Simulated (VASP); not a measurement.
# Zr (Pm-3m) in VASP: a series of runs, part 2 of 2

VASP 6.6.1. The steps go on from the part before.

**3. Single point, RPBE (volume scaled by 1.04)**

INCAR reads:

```
SYSTEM = Zr
ALGO     = Normal         ! electronic algorithm
EDIFF    = 1E-6           ! SCF threshold, eV
ENCUT    = 520            ! plane-wave cutoff, eV
GGA      = RP             ! functional
ISIF     = 2              ! what is computed and relaxed
ISMEAR   = -1             ! smearing method
LASPH    = .TRUE.         ! aspherical terms in the spheres
LCHARG   = .FALSE.        ! write CHGCAR
LREAL    = .FALSE.        ! projectors in reciprocal space
LWAVE    = .FALSE.        ! write WAVECAR
NBANDS   = 12             ! bands
NELM     = 80             ! most SCF steps
PREC     = Accurate       ! precision mode
SIGMA    = 0.1            ! smearing width, eV
```

KPOINTS reads:

```
k-points
0
G
  12 12 12
  0 0 0
```

POSCAR reads:

```
Zr
1.0
    2.9805999685      0.0000000000      0.0000000000
    0.0000000000      2.9805999685      0.0000000000
    0.0000000000      0.0000000000      2.9805999685
Zr
1
Direct
    0.0000000000      0.0000000000      0.0000000000
```

Potentials or basis: VASP PAW PBE potentials, release 64 (Zr_sv).

Run with:

```bash
> cat potpaw_PBE.64/Zr_sv/POTCAR > POTCAR
> mpirun -np 1 vasp_std > vasp.out
```

OUTCAR:

```text
SYSTEM = Zr
   EDIFF = 1E-6
   ENCUT = 520
   GGA = RP
   ISIF = 2
   ISMEAR = -1
   LASPH = .TRUE.
   LREAL = .FALSE.
   NELM = 80
   PREC = Accurate

 ion  position               nearest neighbor table
   1  0.000  0.000  0.000-

  LATTYP: Found a simple cubic cell.
 ALAT       =     2.9805999685

  Lattice vectors:

 A1 = (   2.9805999685,   0.0000000000,   0.0000000000)
 A2 = (   0.0000000000,   2.9805999685,   0.0000000000)
 A3 = (   0.0000000000,   0.0000000000,   2.9805999685)

[... 536 lines left out ...]
     11      15.4464      0.00000
     12      19.3087      0.00000

 [... further k-points ...]

------------------------ aborting loop because EDIFF is reached ----------------------------------------

  FORCE on cell =-STRESS in cart. coord.  units (eV):
  Direction    XX          YY          ZZ          XY          YZ          ZX
  --------------------------------------------------------------------------------------
  -------------------------------------------------------------------------------------
  Total       -0.3223666     -0.3223666     -0.3223666     -0.0000000     -0.0000000      0.0000000
  in kB      -19.5051619    -19.5051619    -19.5051619     -0.0000000     -0.0000000      0.0000000
  external PRESSURE =     -19.5051619 kB  Pullay stress =       0.0000000 kB

 VOLUME and BASIS-vectors are now :
 -----------------------------------------------------------------------------
  energy-cutoff  :      520.00
  volume of cell :       26.48
      direct lattice vectors                 reciprocal lattice vectors
     2.980599968  0.000000000  0.000000000     0.335502922  0.000000000  0.000000000
     0.000000000  2.980599968  0.000000000     0.000000000  0.335502922  0.000000000
     0.000000000  0.000000000  2.980599968     0.000000000  0.000000000  0.335502922

 POSITION                                       TOTAL-FORCE (eV/Angst)
 -----------------------------------------------------------------------------------
      0.00000      0.00000      0.00000         0.000000      0.000000      0.000000
 -----------------------------------------------------------------------------------
    total drift:                               -0.000000      0.000000      0.000000

  FREE ENERGIE OF THE ION-ELECTRON SYSTEM (eV)
  ---------------------------------------------------
  free  energy   TOTEN  =        -7.2263139951 eV

  energy  without entropy=       -7.1536101073  energy(sigma->0) =       -7.18996205
```

stdout:

```text
POSCAR found type information on POSCAR Zr
 POSCAR found :  1 types and       1 ions
 scaLAPACK will be used
 -----------------------------------------------------------------------------
|                                                                             |
|                                                                             |
|     You enforced a specific xc type in the INCAR file but a different       |
|     I HOPE YOU KNOW WHAT YOU ARE DOING!                                     |
|                                                                             |
 -----------------------------------------------------------------------------

 LDA part: xc-table for (Slater+PW92), standard interpolation
 POSCAR, INCAR and KPOINTS ok, starting setup
 FFT: planning ... GRIDC
 FFT: planning ... GRID_SOFT
 FFT: planning ... GRID
 WAVECAR not read
 entering main loop
```

Wall time 10 s (1 thread of Intel Xeon Platinum 8488C (Sapphire Rapids), shared host); peak memory 0.15 GiB.

Results:

- Free energy: -7.2263 eV
- Pressure: -2.0 GPa
- Band gap on the k mesh: zero (band 6 reaches 8.27 eV, above the bottom of band 7 at 5.89 eV)

Levels at points of the mesh, in eV from the Fermi level:
```csv
k point,band 3,band 4,band 5,band 6,band 7,band 8,band 9,band 10
"(0.00, 0.00, 0.00)",-26.30,-26.30,-4.91,-1.51,-1.51,5.14,5.14,5.14
"(0.50, 0.00, 0.00)",-26.22,-26.22,-2.01,-0.74,0.25,2.42,2.42,5.42
"(0.50, 0.50, 0.00)",-27.14,-26.13,-2.68,-0.31,3.00,3.00,4.55,4.55
"(0.50, 0.50, 0.50)",-27.01,-27.01,-1.29,-1.29,-1.29,6.52,7.05,7.05
```

Caveat: the PAW data sets were made with another functional, which shifts forces and pressure a little.

**4. Single point, RPBE (volume scaled by 1.12)**

INCAR reads:

```
PREC     = Accurate       # precision mode
ENCUT    = 520            # plane-wave cutoff, eV
EDIFF    = 1E-6           # SCF threshold, eV
ISMEAR   = -1             # smearing method
SIGMA    = 0.1            # smearing width, eV
LREAL    = False          # projectors in reciprocal space
LASPH    = True           # aspherical terms in the spheres
NELM     = 60             # most SCF steps
ALGO     = Normal         # electronic algorithm
ISIF     = 2              # what is computed and relaxed
LWAVE    = False          # write WAVECAR
LCHARG   = False          # write CHGCAR
GGA      = RP             # functional
NBANDS   = 12             # bands
```

KPOINTS reads:

```
regular mesh
0
Gamma
  12 12 12
```

POSCAR reads:

```
Zr
1.0
    3.0551456559      0.0000000000      0.0000000000
    0.0000000000      3.0551456559      0.0000000000
    0.0000000000      0.0000000000      3.0551456559
Zr
1
Direct
    0.0000000000      0.0000000000      0.0000000000
```

Potentials or basis: VASP PAW PBE potentials, release 64 (Zr_sv).

Run with:

```bash
> cat potpaw_PBE.64/Zr_sv/POTCAR > POTCAR
> mpirun -np 1 vasp_std > vasp.out
```

OUTCAR:

```text
PREC = Accurate
   ENCUT = 520
   EDIFF = 1E-6
   ISMEAR = -1
   LREAL = False
   LASPH = True
   NELM = 60
   ISIF = 2
   GGA = RP

 ion  position               nearest neighbor table
   1  0.000  0.000  0.000-

  LATTYP: Found a simple cubic cell.
 ALAT       =     3.0551456559

  Lattice vectors:

 A1 = (   3.0551456559,   0.0000000000,   0.0000000000)
 A2 = (   0.0000000000,   3.0551456559,   0.0000000000)
[... 537 lines left out ...]
     10       9.9308      0.00000
     11      14.1552      0.00000
     12      17.8638      0.00000

 [... further k-points ...]

------------------------ aborting loop because EDIFF is reached ----------------------------------------

  FORCE on cell =-STRESS in cart. coord.  units (eV):
  Direction    XX          YY          ZZ          XY          YZ          ZX
  --------------------------------------------------------------------------------------
  -------------------------------------------------------------------------------------
  Total       -0.9901315     -0.9901315     -0.9901315     -0.0000000      0.0000000      0.0000000
  in kB      -55.6298258    -55.6298258    -55.6298258     -0.0000000      0.0000000      0.0000000
  external PRESSURE =     -55.6298258 kB  Pullay stress =       0.0000000 kB

 VOLUME and BASIS-vectors are now :
 -----------------------------------------------------------------------------
  energy-cutoff  :      520.00
  volume of cell :       28.52
      direct lattice vectors                 reciprocal lattice vectors
     3.055145656  0.000000000  0.000000000     0.327316636  0.000000000  0.000000000
     0.000000000  3.055145656  0.000000000     0.000000000  0.327316636  0.000000000
     0.000000000  0.000000000  3.055145656     0.000000000  0.000000000  0.327316636

 POSITION                                       TOTAL-FORCE (eV/Angst)
 -----------------------------------------------------------------------------------
      0.00000      0.00000      0.00000         0.000000      0.000000      0.000000
 -----------------------------------------------------------------------------------
    total drift:                               -0.000000      0.000000      0.000000

  FREE ENERGIE OF THE ION-ELECTRON SYSTEM (eV)
  ---------------------------------------------------
  free  energy   TOTEN  =        -7.1779305900 eV

  energy  without entropy=       -7.1026961465  energy(sigma->0) =       -7.14031337
```

OSZICAR:

```text
N       E                     dE             d eps       ncg     rms          rms(c)
DAV:   1     0.853729222809E+02    0.85373E+02   -0.66020E+03  2016   0.966E+02
DAV:   2    -0.407165234529E+01   -0.89445E+02   -0.86741E+02  2324   0.259E+02
DAV:   3    -0.737551869546E+01   -0.33039E+01   -0.31934E+01  3116   0.405E+01
DAV:   4    -0.744788266670E+01   -0.72364E-01   -0.72040E-01  2356   0.590E+00
DAV:   5    -0.744921928683E+01   -0.13366E-02   -0.13365E-02  3016   0.644E-01    0.726E+00
DAV:   6    -0.719471034394E+01    0.25451E+00   -0.39034E-01  2188   0.527E+00    0.277E+00
DAV:   7    -0.717102237266E+01    0.23688E-01   -0.14906E-01  2468   0.312E+00    0.689E-01
DAV:   8    -0.717793186637E+01   -0.69095E-02   -0.14276E-02  2580   0.122E+00    0.148E-01
DAV:   9    -0.717795490717E+01   -0.23041E-04   -0.53670E-04  2652   0.211E-01    0.275E-02
DAV:  10    -0.717793059646E+01    0.24311E-04   -0.28044E-05  2828   0.387E-02    0.438E-03
DAV:  11    -0.717793059002E+01    0.64388E-08   -0.41984E-07  1764   0.457E-03
   1 F= -.71779306E+01 E0= -.71403134E+01  d E =-.752344E-01
```

stdout:

```text
POSCAR found type information on POSCAR Zr
 POSCAR found :  1 types and       1 ions
 scaLAPACK will be used
 -----------------------------------------------------------------------------
|                                                                             |
|                                                                             |
|     You enforced a specific xc type in the INCAR file but a different       |
|     I HOPE YOU KNOW WHAT YOU ARE DOING!                                     |
|                                                                             |
 -----------------------------------------------------------------------------

 LDA part: xc-table for (Slater+PW92), standard interpolation
 POSCAR, INCAR and KPOINTS ok, starting setup
 FFT: planning ... GRIDC
 FFT: planning ... GRID_SOFT
 FFT: planning ... GRID
 WAVECAR not read
 entering main loop
```

Run time: 11 s. Hardware: 1 thread of Intel Xeon Platinum 8488C (Sapphire Rapids), shared host; peak memory 0.15 GiB.

Results:

```yaml
Free_energy: -7.1779 eV
Pressure: -5.6 GPa
Band_gap_on_the_k_mesh: zero (band 6 reaches 7.43 eV, above the bottom of band 7 at 5.34 eV)
```

Caveat: the PAW data sets were made with another functional, which shifts forces and pressure a little.

**5. The runs side by side**

| cell | gap on the mesh (eV) | pressure (GPa) |
| --- | --- | --- |
| a = 2.942 Å, 1 atom | none | 0.3 |
| a = 2.981 Å, 1 atom | none | -2.0 |
| a = 3.055 Å, 1 atom | none | -5.6 |

Alike in all rows: task single point; level RPBE; potentials or basis VASP PAW PBE potentials, release 64 (Zr_sv); no spin polarisation; k mesh 12 × 12 × 12; cutoff (eV) 520; smearing fermi-dirac 0.1 eV.

Caveats: the PAW data sets were made with another functional, which shifts forces and pressure a little.

Absolute energies hang on the potentials; compare differences alone.
